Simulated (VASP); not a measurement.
Crystal: Zn2PtF6.

```
CELL_PARAMETERS angstrom
0.00000 3.78845 3.78845
3.78845 0.00000 3.78845
3.78845 3.78845 0.00000
ATOMIC_POSITIONS crystal
Zn 0.25000 0.25000 0.25000
Zn 0.75000 0.75000 0.75000
Pt 0.00000 0.00000 0.00000
F 0.23953 0.76047 0.23953
F 0.23953 0.76047 0.76047
F 0.76047 0.76047 0.23953
F 0.76047 0.23953 0.23953
F 0.23953 0.23953 0.76047
F 0.76047 0.23953 0.76047
```

- Program: VASP 6.6.1
- Task: relaxation of cell and atoms
- Functional: PBE
- Potentials or basis: VASP PAW PBE potentials, release 64 (Zn, Pt, F)
- Cutoff: 600 eV
- k mesh: 4 × 4 × 4
- Occupations: gaussian, width 0.1 eV
- Spin: no spin polarisation

At the start: pressure 32.3 GPa; volume 12.08 Å³/atom.

Task: Where does the relaxation end?

Result: Over 11 steps the energy falls by 250.4 meV/atom and the volume is 14.71 Å³/atom (+21.7 %); space group Fm-3m (No. 225, to 0.05 Å).

Step by step:
| step | energy change (eV) | largest force (eV/Å) | pressure (GPa) | volume (Å³) |
| --- | --- | --- | --- | --- |
| 1 | 0.0000 | 4.6553 | 32.33 | 108.75 |
| 2 | 1.0288 | 2.3031 | -15.36 | 151.81 |
| 3 | -2.1158 | 0.6349 | -1.25 | 124.02 |
| 4 | -2.1423 | 0.4530 | 0.13 | 122.77 |
| 5 | -2.1498 | 0.2744 | 1.48 | 121.67 |
| 6 | -2.1494 | 0.3195 | 1.16 | 121.93 |
| 7 | -2.1813 | 0.3189 | 0.59 | 123.87 |
| 8 | -2.2386 | 0.2583 | -0.61 | 129.80 |
| 9 | -2.2463 | 0.2170 | -1.05 | 132.78 |
| 10 | -2.2208 | 0.4946 | 2.46 | 131.44 |
| 11 | -2.2534 | 0.0014 | 0.03 | 132.35 |

Final structure:
```
CELL_PARAMETERS angstrom
0.00000 4.04478 4.04478
4.04478 0.00000 4.04478
4.04478 4.04478 0.00000
ATOMIC_POSITIONS crystal
Zn 0.25000 0.25000 0.25000
Zn 0.75000 0.75000 0.75000
Pt 0.00000 0.00000 0.00000
F 0.24263 0.75737 0.24263
F 0.24263 0.75737 0.75737
F 0.75737 0.75737 0.24263
F 0.75737 0.24263 0.24263
F 0.24263 0.24263 0.75737
F 0.75737 0.24263 0.75737
```

Caveat: the volume moved by over 15 % at a fixed basis, so the end points are rough.
